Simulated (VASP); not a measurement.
# SiC5 (P6/mmm) in VASP: further runs

Runs on SiC5. Level: PBE. Tasks: relaxation of cell and atoms, single point.

Program: VASP 6.6.1. These are calculated values, not measurements. Logs are shortened: lines on timing, memory, paths and dates and some standing lists are left out, and cuts for length are marked.

## Step 1: The cell of the first run

Symmetry: P6/mmm, No. 191, hexagonal system. Conventional cell: a = 2.440 Å, b = 2.440 Å, c = 16.839 Å, α = 90.00°, β = 90.00°, γ = 120.00°. Within 3.2 Å of Si (site symmetry 6/mmm) lie 6 Si at 2.44 Å. C (site symmetry 6/mmm) has 6 C at 2.44 Å within 3.2 Å. Within 1.9 Å of C (site symmetry 3m) lie 3 C at 1.41 Å.

## Step 2: Relaxation of cell and atoms, PBE

The input, INCAR:

```
PREC = Accurate ; ENCUT = 600
EDIFF = 1E-6 ; ISMEAR = 0
SIGMA = 0.1 ; LREAL = F
LASPH = T ; NELM = 80
ALGO = Normal ; ISIF = 3
LWAVE = F ; LCHARG = F
GGA = PE ; IBRION = 2
NSW = 100 ; EDIFFG = -0.01
```

The input, KPOINTS:

```
regular mesh
0
Gamma
  18 18 4
```

The input, POSCAR:

```
SiC5
1.0
    2.4395025953      0.0000000000      0.0000000000
   -1.2197512976      2.1126712202      0.0000000000
    0.0000000000      0.0000000000     16.8385504802
Si C
1 5
Direct
    0.0000000000      0.0000000000      0.5000000000
    0.0000000000      0.0000000000      0.0000000000
    0.3333333333      0.6666666667      0.7581623312
    0.6666666667      0.3333333333      0.7581623312
    0.3333333333      0.6666666667      0.2418376688
    0.6666666667      0.3333333333      0.2418376688
```

Potentials or basis: VASP PAW PBE potentials, release 64 (Si, C).

The run is started by

```sh
cat potpaw_PBE.64/Si/POTCAR potpaw_PBE.64/C/POTCAR > POTCAR
mpirun -np 1 vasp_std > vasp.out
```

OUTCAR:

```text
PREC = Accurate
   ENCUT = 600
   EDIFF = 1E-6
   ISMEAR = 0
   LREAL = F
   LASPH = T
   NELM = 80
   ISIF = 3
   GGA = PE
   IBRION = 2
   NSW = 100
   EDIFFG = -0.01

 ion  position               nearest neighbor table
   1  0.000  0.000  0.500-
   2  0.000  0.000  0.000-
   3  0.333  0.667  0.758-   4 1.41   4 1.41   4 1.41
   4  0.667  0.333  0.758-   3 1.41   3 1.41   3 1.41
   5  0.333  0.667  0.242-   6 1.41   6 1.41   6 1.41
   6  0.667  0.333  0.242-   5 1.41   5 1.41   5 1.41

  LATTYP: Found a hexagonal cell.
 ALAT       =     2.4395025953
 C/A-ratio  =     6.9024523740

  Lattice vectors:

 A1 = (   2.4395025953,   0.0000000000,   0.0000000000)
 A2 = (  -1.2197512976,   2.1126712202,   0.0000000000)
 A3 = (   0.0000000000,   0.0000000000,  16.8385504802)

Analysis of symmetry for initial positions (statically):
=====================================================================
 Subroutine PRICEL returns:
 Original cell was already a primitive cell.

 Routine SETGRP: Setting up the symmetry group for a
 hexagonal supercell.

 Subroutine GETGRP returns: Found 24 space group operations
 (whereof 24 operations were pure point group operations)
 out of a pool of 24 trial point group operations.

The static configuration has the point symmetry D_6h.

Analysis of symmetry for dynamics (positions and initial velocities):
=====================================================================
 Subroutine PRICEL returns:
 Original cell was already a primitive cell.

 Routine SETGRP: Setting up the symmetry group for a
 hexagonal supercell.

 Subroutine GETGRP returns: Found 24 space group operations
 (whereof 24 operations were pure point group operations)
 out of a pool of 24 trial point group operations.

The dynamic configuration has the point symmetry D_6h.

 Subroutine INISYM returns: Found 24 space group operations
 (whereof 24 operations are pure point group operations),
 and found     1 'primitive' translations

----------------------------------------------------------------------------------------

                                     Primitive cell

  volume of cell :      86.7836

  direct lattice vectors                    reciprocal lattice vectors
     2.439502595  0.000000000  0.000000000     0.409919629  0.236667208  0.000000000
    -1.219751298  2.112671220  0.000000000     0.000000000  0.473334417  0.000000000
     0.000000000  0.000000000 16.838550480     0.000000000  0.000000000  0.059387535

  length of vectors
     2.439502595  2.439502595 16.838550480     0.473334417  0.473334417  0.059387535

  position of ions in fractional coordinates (direct lattice)
     0.000000000  0.000000000  0.500000000
     0.000000000  0.000000000  0.000000000
     0.333333333  0.666666667  0.758162331
     0.666666667  0.333333333  0.758162331
     0.333333333  0.666666667  0.241837669
     0.666666667  0.333333333  0.241837669

  ion indices of the primitive-cell ions
   primitive index   ion index
                 1           1
                 2           2
                 3           3
                 4           4
                 5           5
                 6           6

----------------------------------------------------------------------------------------

 KPOINTS: regular mesh

Automatic generation of k-mesh.
 Grid dimensions read from file:
 generate k-points for:   18   18    4

 Generating k-lattice:

  Cartesian coordinates                     Fractional coordinates (reciprocal lattice)
     0.022773313  0.013148178  0.000000000     0.055555556 -0.000000000  0.000000000
     0.000000000  0.026296356  0.000000000     0.000000000  0.055555556  0.000000000
     0.000000000  0.000000000  0.014846884     0.000000000  0.000000000  0.250000000

  Length of vectors
     0.026296356  0.026296356  0.014846884

  Shift w.r.t. Gamma in fractional coordinates (k-lattice)
     0.000000000  0.000000000  0.000000000

 Subroutine IBZKPT returns following result:
 ===========================================

 Found    111 irreducible k-points:

 Following reciprocal coordinates:
            Coordinates               Weight
  0.000000  0.000000  0.000000      1.000000
  0.055556  0.000000  0.000000      6.000000
  0.111111  0.000000  0.000000      6.000000
  0.166667  0.000000  0.000000      6.000000
  0.222222  0.000000  0.000000      6.000000
  0.277778  0.000000  0.000000      6.000000
[... 16 lines left out ...]
  0.333333  0.111111  0.000000     12.000000
  0.388889  0.111111  0.000000     12.000000
 [... further k-points ...]
   k-points           NKPTS =    111   k-points in BZ     NKDIM =    111   number of bands    NBANDS=     16
   number of dos      NEDOS =    301   number of ions     NIONS =      6
   total plane-waves  NPLWV =  56000
   dimension x,y,z NGX =    20 NGY =   20 NGZ =  140
   dimension x,y,z NGXF=    40 NGYF=   40 NGZF=  280
   ions per type =               1   5
   NGX,Y,Z   is equivalent  to a cutoff of  13.63, 13.63, 13.82 a.u.
   NGXF,Y,Z  is equivalent  to a cutoff of  27.26, 27.26, 27.64 a.u.
 SYSTEM =  unknown system
   PREC   = accura    normal or accurate (medium, high low for compatibility)
   ISTART =      0    job   : 0-new  1-cont  2-samecut
   ICHARG =      2    charge: 1-file 2-atom 10-const
   ISPIN  =      1    spin polarized calculation?
   LNONCOLLINEAR =      F non collinear calculations
   LSORBIT =      F    spin-orbit coupling
   LASPH  =      T    aspherical Exc in radial PAW
   ENCUT  =  600.0 eV  44.10 Ry    6.64 a.u.   4.87  4.87 33.63*2*pi/ulx,y,z
   NELM   =     80;   NELMIN=  2; NELMDL= -5     # of ELM steps
   EDIFF  = 0.1E-05   stopping-criterion for ELM
   LREAL  =      F    real-space projection
   EDIFFG = -.1E-01   stopping-criterion for IOM
   NSW    =    100    number of steps for IOM
   IBRION =      2    ionic relax: 0-MD 1-quasi-New 2-CG
   NFREE  =      1    steps in history (QN), initial steepest desc. (CG)
   ISIF   =      3    stress and relaxation
   ISYM   =      2    0-nonsym 1-usesym 2-fastsym
   POTIM  = 0.5000    time-step for ionic-motion
   TEBEG  =    0.0;   TEEND  =   0.0 temperature during run
   PSTRESS=    0.0 pullay stress
   NELECT =      24.0000    total number of electrons
   NUPDOWN=      -1.0000    fix difference up-down
   EMIN   =  10.00;   EMAX   =-10.00  energy-range for DOS
   EFERMI =   0.00;   METHOD = LEGACY
   ISMEAR =     0;   SIGMA  =   0.10  broadening in eV -4-tet -1-fermi 0-gaus
   EFERMI_NEDOS =   21; number of points for ismear=-14 and -15
   IALGO  =     38    algorithm
   IMIX   =      4    mixing-type and parameters
     AMIX     =   0.40;   BMIX     =  1.00
     AMIX_MAG =   1.60;   BMIX_MAG =  1.00
  volume/ion in A,a.u.               =      14.46        97.61
  Fermi-wavevector in a.u.,A,eV,Ry     =   1.066594  2.015571 15.478307  1.137623
  Thomas-Fermi vector in A             =   2.202184
   LORBIT       =      0    0 simple, 1 ext, 2 COOP (PROOUT), +10 PAW based schemes
   GGA     = PE    functional components
   LHFCALC =     F    Hartree Fock is set to
   AEXX    =    0.0000 exact exchange contribution
   IVDW    =     0    specifies the selected vdW correction
   LEPSILON=     F    determine dielectric tensor
   LRPA    =     F    only Hartree local field effects (RPA)
 conjugate gradient relaxation of ions
 non-spin polarized calculation
 Gauss-broadening in eV      SIGMA  =   0.10
  energy-cutoff  :      600.00
  volume of cell :       86.78
 maximum number of plane-waves:      2946
 NGX is ok and might be reduce to    20
   NGX =  9   NGY =  9   NGZ = 67

--------------------------------------- Ionic step        1  -------------------------------------------

 number of electron      23.9999999 magnetization

 Free energy of the ion-electron system (eV)
  ---------------------------------------------------
  ext. energy  EPLUGINS =         0.00000000
  ---------------------------------------------------
  free energy    TOTEN  =       -45.00803767 eV

  energy without entropy =      -45.00432142  energy(sigma->0) =      -45.00617955

------------------------ aborting loop because EDIFF is reached ----------------------------------------

  FORCE on cell =-STRESS in cart. coord.  units (eV):
  Direction    XX          YY          ZZ          XY          YZ          ZX
  --------------------------------------------------------------------------------------
  -------------------------------------------------------------------------------------
  Total        0.0273006      0.0273006     -0.0635304      0.0000000      0.0000000      0.0000000
  in kB        0.5040164      0.5040164     -1.1728827      0.0000000      0.0000000      0.0000000
  external PRESSURE =      -0.0549500 kB  Pullay stress =       0.0000000 kB
[... 101 lines left out ...]
  FREE ENERGIE OF THE ION-ELECTRON SYSTEM (eV)
  ---------------------------------------------------
  free  energy   TOTEN  =       -45.0080649273 eV

  energy  without entropy=      -45.0043329188  energy(sigma->0) =      -45.00619892

[... ionic steps 4 to 18 ...]

--------------------------------------- Ionic step       19  -------------------------------------------

 number of electron      23.9999998 magnetization

------------------------ aborting loop because EDIFF is reached ----------------------------------------

  FORCE on cell =-STRESS in cart. coord.  units (eV):
  Direction    XX          YY          ZZ          XY          YZ          ZX
  --------------------------------------------------------------------------------------
  -------------------------------------------------------------------------------------
  Total        0.0974569      0.0974569     -0.0148198      0.0000000     -0.0000000      0.0000000
  in kB        1.8632110      1.8632110     -0.2833294      0.0000000     -0.0000000      0.0000000
  external PRESSURE =       1.1476975 kB  Pullay stress =       0.0000000 kB
[... 65 lines left out ...]
  energy  without entropy=      -45.0057391083  energy(sigma->0) =      -45.00753465

--------------------------------------- Ionic step       21  -------------------------------------------

 number of electron      23.9999998 magnetization

 Free energy of the ion-electron system (eV)
  ---------------------------------------------------
  ext. energy  EPLUGINS =         0.00000000
  ---------------------------------------------------
  free energy    TOTEN  =       -45.00933933 eV

  energy without entropy =      -45.00575842  energy(sigma->0) =      -45.00754887

 E-fermi :   2.4264     XC(G=0):  -8.7494

 val. band max:        2.4079460932   @ k =   0.2778   0.2778   0.0000
 cond. band min:       2.4962666812   @ k =   0.3333   0.0556   0.0000
 fundamental gap:      0.0883205881
 Fermi energy:         2.4263886115

 k-point     1 :       0.0000    0.0000    0.0000
  band No.  band energies     occupation
      1     -16.7124      2.00000
      2     -16.7123      2.00000
      3     -10.5264      2.00000
      4      -9.3879      2.00000
      5      -4.7934      2.00000
      6      -4.7476      2.00000
[... 8 lines left out ...]
     15       7.8177      0.00000
     16       8.4040      0.00000
[... 420 lines left out ...]
  band No.  band energies     occupation
      1     -11.9266      2.00000
      2     -11.9265      2.00000
      3      -9.2916      2.00000
      4      -9.2916      2.00000
      5      -4.6948      2.00000
      6      -4.2797      2.00000
[... 8 lines left out ...]
     15       4.9918      0.00000
     16       5.2631      0.00000

 [... further k-points ...]

------------------------ aborting loop because EDIFF is reached ----------------------------------------

  FORCE on cell =-STRESS in cart. coord.  units (eV):
  Direction    XX          YY          ZZ          XY          YZ          ZX
  --------------------------------------------------------------------------------------
  -------------------------------------------------------------------------------------
  Total        0.0583159      0.0583159      0.0003143      0.0000000      0.0000000      0.0000000
  in kB        1.1206484      1.1206484      0.0060407      0.0000000      0.0000000      0.0000000
  external PRESSURE =       0.7491125 kB  Pullay stress =       0.0000000 kB
[... 21 lines left out ...]
  FREE ENERGIE OF THE ION-ELECTRON SYSTEM (eV)
  ---------------------------------------------------
  free  energy   TOTEN  =       -45.0093393302 eV

  energy  without entropy=      -45.0057584195  energy(sigma->0) =      -45.00754887

 reached required accuracy - stopping structural energy minimisation
```

It took 13 min on 1 thread of Intel Xeon 6975P-C (Granite Rapids), shared host; peak memory 0.34 GiB.

Results:

| Property | Result |
| --- | --- |
| Free energy | -45.0093 eV |
| Relaxed volume | 13.90 Å³/atom |
| Relaxed cell | a = 2.439 Å, b = 2.439 Å, c = 16.182 Å, α = 90.00°, β = 90.00°, γ = 120.00° |
| Space group after relaxing (to 0.05 Å) | P6/mmm (No. 191) |
| Energy gained by relaxing | 0.2 meV/atom |
| Ionic steps | 21 |
| Pressure after relaxing | 0.1 GPa |
| Band gap on the k mesh | zero (band 12 reaches 2.97 eV, above the bottom of band 13 at 2.16 eV) |

Step by step:
| step | energy change (eV) | largest force (eV/Å) | pressure (GPa) | volume (Å³) |
| --- | --- | --- | --- | --- |
| 1 | 0.0000 | 0.0004 | -0.01 | 86.78 |
| 2 | 0.0000 | 0.0004 | -0.10 | 86.78 |
| 3 | 0.0000 | 0.0004 | -0.15 | 86.77 |
| 4 | 0.0000 | 0.0005 | -0.15 | 86.76 |
| 5 | -0.0001 | 0.0004 | -0.16 | 86.72 |
| 6 | -0.0001 | 0.0003 | -0.18 | 86.65 |
| 7 | -0.0002 | 0.0003 | -0.22 | 86.49 |
| 8 | -0.0003 | 0.0004 | -0.29 | 86.19 |
| 9 | -0.0005 | 0.0003 | -0.45 | 85.58 |
| 10 | -0.0003 | 0.0000 | -0.74 | 84.36 |
| 11 | -0.0005 | 0.0001 | -0.52 | 85.20 |
| 12 | -0.0005 | 0.0003 | -0.48 | 85.39 |
| 13 | -0.0005 | 0.0004 | -0.45 | 85.50 |
| 14 | -0.0006 | 0.0001 | -0.45 | 85.47 |
| 15 | -0.0006 | 0.0002 | -0.41 | 85.36 |
| 16 | -0.0008 | 0.0002 | -0.35 | 85.15 |
| 17 | -0.0011 | 0.0000 | -0.21 | 84.72 |
| 18 | -0.0013 | 0.0001 | 0.09 | 83.86 |
| 19 | -0.0013 | 0.0000 | 0.11 | 83.80 |
| 20 | -0.0013 | 0.0001 | 0.10 | 83.70 |
| 21 | -0.0013 | 0.0000 | 0.07 | 83.37 |

Final structure:
```
Si C
1.0
     2.43910    0.00000    0.00000
    -1.21955    2.11232    0.00000
     0.00000    0.00000   16.18223
Si C
1 5
Direct
  0.00000 0.00000 0.50000
  0.00000 0.00000 0.00000
  0.33333 0.66667 0.75826
  0.66667 0.33333 0.75826
  0.33333 0.66667 0.24174
  0.66667 0.33333 0.24174
```

## Step 3: Single point, PBE

This run uses another cell than the first one, of 13.80 Å³/atom, 0.954 times its volume.

The input, INCAR:

```
  ALGO = Normal
  EDIFF = 1E-7
  ENCUT = 520
  GGA = PE
  ISIF = 2
  ISMEAR = 0
  LASPH = T
  LCHARG = F
  LREAL = F
  LWAVE = F
  NBANDS = 21
  NELM = 100
  PREC = Accurate
  SIGMA = 0.1
```

The input, KPOINTS:

```
k-points
0
Gamma
  6 6 2
```

The input, POSCAR:

```
SiC5
1.0
    2.4411142620      0.0000000000      0.0000000000
   -1.2205571310      2.1140669644      0.0000000000
    0.0000000000      0.0000000000     16.0414804962
Si C
1 5
Direct
    0.0000000000      0.0000000000      0.5000000000
    0.0000000000      0.0000000000      0.0000000000
    0.3333333333      0.6666666667      0.7672688428
    0.6666666667      0.3333333333      0.7672691828
    0.3333333333      0.6666666667      0.2327308172
    0.6666666667      0.3333333333      0.2327311572
```

Potentials or basis: VASP PAW PBE potentials, release 64 (Si, C).

The run is started by

```sh
cat potpaw_PBE.64/Si/POTCAR potpaw_PBE.64/C/POTCAR > POTCAR
mpirun -np 1 vasp_std > vasp.out
```

Wall time 25 s (1 thread of AMD EPYC 9R45 (Zen 5), shared host); peak memory 0.16 GiB.

Results (log left out):

```yaml
Free_energy: -45.0811 eV
Pressure: 0.2 GPa
Band_gap_on_the_k_mesh: 0.09 eV, indirect (least direct gap 0.44 eV)
```

Stress tensor (GPa, compression positive):
```
0.28 0.00 0.00
0.00 0.28 0.00
0.00 0.00 0.12
```

Levels at points of the mesh, in eV from the valence-band top:
```csv
k point,band 10,band 11,band 12,band 13,band 14,band 15
"(0.00, 0.00, 0.00)",-3.02,-3.02,-1.88,3.17,5.87,5.88
"(0.50, 0.00, 0.00)",-3.16,-2.33,-2.30,1.39,1.81,1.98
"(0.00, 0.00, 0.50)",-3.02,-3.02,-1.88,3.25,5.22,5.88
"(0.50, 0.00, 0.50)",-3.16,-2.33,-2.31,1.40,1.77,2.01
```

Caveat: the k points lie up to 0.50 Å⁻¹ apart.

## Step 4: Single point, PBE

This run uses another cell than the first one, of 13.88 Å³/atom, 0.960 times its volume.

The input, INCAR:

```
SYSTEM = SiC5
PREC = Accurate
ENCUT = 520
EDIFF = 1E-6
ISMEAR = 0
SIGMA = 0.1
LREAL = .False.
LASPH = .True.
NELM = 80
ALGO = Normal
ISIF = 2
LWAVE = .False.
LCHARG = .True.
GGA = PE
LELF = .True.
LVHAR = .True.
NBANDS = 21
```

The input, KPOINTS:

```
regular mesh
0
Gamma
  12 12 1
  0 0 0
```

The input, POSCAR:

```
SiC5
1.0
    2.4381404109      0.0000000000      0.0000000000
   -1.2190702054      2.1114915338      0.0000000000
    0.0000000000      0.0000000000     16.1822995906
Si C
1 5
Direct
    0.0000000000      0.0000000000      0.5000000000
    0.0000000000      0.0000000000      0.0000000000
    0.3333333333      0.6666666667      0.7644374085
    0.6666666667      0.3333333333      0.7644374085
    0.3333333333      0.6666666667      0.2355625915
    0.6666666667      0.3333333333      0.2355625915
```

The run is started by

```sh
cat potpaw_PBE.64/Si/POTCAR potpaw_PBE.64/C/POTCAR > POTCAR
mpirun -np 1 vasp_std > vasp.out
```

Run time: 23 s. Hardware: 1 thread of AMD EPYC 9R45 (Zen 5), shared host; peak memory 0.16 GiB.

It converged, with:

```
Free energy            : -44.9746 eV
Pressure               : 0.0 GPa
Band gap on the k mesh : 0.14 eV, indirect (least direct gap 0.63 eV)
```

Stress tensor (GPa, compression positive):
```
-0.10  0.00  0.00
 0.00 -0.10  0.00
 0.00  0.00  0.19
```

Levels at points of the mesh, in eV from the valence-band top:
```tsv
k point	band 9	band 10	band 11	band 12	band 13	band 14	band 15	band 16
(0.00, 0.00, 0.00)	-2.66	-2.66	-2.66	-2.04	2.88	5.60	5.60	5.77
(0.50, 0.00, 0.00)	-4.51	-3.45	-2.01	-2.00	1.34	2.12	2.12	2.96
```

A k mesh can miss the band edges.

[end of part 1 of 2]
